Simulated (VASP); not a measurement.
Here is a VASP 6.6.1 calculation.

File INCAR:

```
SYSTEM = KI
PREC = Accurate ; ENCUT = 520
EDIFF = 1E-7 ; ISMEAR = 0
SIGMA = 0.05 ; LREAL = .FALSE.
LASPH = .TRUE. ; NELM = 80
ALGO = Normal ; ISIF = 2
LWAVE = .FALSE. ; LCHARG = .FALSE.
GGA = PE ; NBANDS = 15
```

File KPOINTS:

```
Automatic mesh
0
G
  8 8 8
  0 0 0
```

The input POSCAR:

```
KI
1.0
    4.2911966600      0.0000000000      0.0000000000
    0.0000000000      4.2911966600      0.0000000000
    0.0000000000      0.0000000000      4.2911966600
K I
1 1
Direct
    0.0000000000      0.0000000000      0.0000000000
    0.5000000000      0.5000000000      0.5000000000
```

Potentials or basis: VASP PAW PBE potentials, release 64 (K_sv, I).

Command:

```console
$ cat potpaw_PBE.64/K_sv/POTCAR potpaw_PBE.64/I/POTCAR > POTCAR
$ mpirun -np 1 vasp_std > vasp.out
```

Predict the band gap on the k mesh.

3.33 eV (least direct gap 3.69 eV).

Predict the pressure.

0.5 GPa.

Caveat: spin-orbit coupling is left out, which moves the levels of the heavy elements. A k mesh can miss the band edges.
